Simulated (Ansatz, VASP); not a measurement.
## Two plane-wave programs on LiCl

INCAR

```
SYSTEM = LiCl
ALGO     = Normal         ! electronic algorithm
EDIFF    = 1E-7           ! SCF threshold, eV
ENCUT    = 520            ! plane-wave cutoff, eV
GGA      = PE             ! functional
ISIF     = 2              ! what is computed and relaxed
ISMEAR   = -1             ! smearing method
LASPH    = .True.         ! aspherical terms in the spheres
LCHARG   = .True.         ! write CHGCAR
LELF     = .True.         ! ELF
LREAL    = .False.        ! projectors in reciprocal space
LVHAR    = .True.       
LWAVE    = .False.        ! write WAVECAR
NBANDS   = 18             ! bands
NELM     = 60             ! most SCF steps
PREC     = Accurate       ! precision mode
SIGMA    = 0.02           ! smearing width, eV
```

The input KPOINTS:

```
k-points
0
Gamma
  12 12 4
  0 0 0
```

Contents of POSCAR:

```
LiCl
1.0
    4.0783789913      0.0000000000      0.0000000000
   -2.0391894957      3.5319798127      0.0000000000
    0.0000000000      0.0000000000      6.5188742571
Li Cl
2 2
Direct
    0.3333333333      0.6666666667     -0.0031270717
    0.6666666667      0.3333333333      0.4968729283
    0.3333333333      0.6666666667      0.3781270717
    0.6666666667      0.3333333333      0.8781270717
```

Input for Ansatz:

```yaml
crystal:
  lattice:
    - [4.0783789913, 0.0, 0.0]
    - [-2.0391894957, 3.5319798127, 0.0]
    - [0.0, 0.0, 6.5188742571]
  atoms:
    - { symbol: Li, position: [0.3333333333, 0.6666666667, -0.0031270717] }
    - { symbol: Li, position: [0.6666666667, 0.3333333333, 0.4968729283] }
    - { symbol: Cl, position: [0.3333333333, 0.6666666667, 0.3781270717] }
    - { symbol: Cl, position: [0.6666666667, 0.3333333333, 0.8781270717] }
kpoints:
  mp_grid: { grid: [12, 12, 4] }
  band_path:
    path:
      - [0.0, 0.0, 0.0]
      - [0.5, 0.0, 0.0]
      - [0.3333333333, 0.3333333333, 0.0]
      - [0.0, 0.0, 0.5]
      - [0.5, 0.0, 0.5]
      - [0.3333333333, 0.3333333333, 0.5]
    npoints: 1
hamiltonian:
  xc: pbe
scf:
  occupations: { method: fermi_dirac, width: 0.02 }
  n_extra_bands: 5
output:
  forces: true
  stress: true
  eigenvalues: true
```

Change from the starting cell: hydrostatic strain +4.7%.

Alike in both runs: task single point; functional PBE; k mesh 12 × 12 × 4; occupations fermi-dirac, width 0.02 eV; no spin polarisation.

```csv
,VASP,Ansatz
version,VASP 6.6.1,Ansatz 0.2.0
potentials or method,"VASP PAW PBE potentials, release 64 (Li_sv, Cl)","plane waves, PAW"
plane-wave cutoff (eV),520,420
valence electrons in the cell,20,20
```

|  | VASP | Ansatz | Ansatz less VASP |
| --- | --- | --- | --- |
| gap on the k mesh at the Fermi level (eV) | 5.58 | 5.57 | -0.006 |

With one functional, cell and mesh, what is left measures potentials, basis and numerics.

Noted on VASP's run: the cutoff is short for stress, so the pressure is rough.
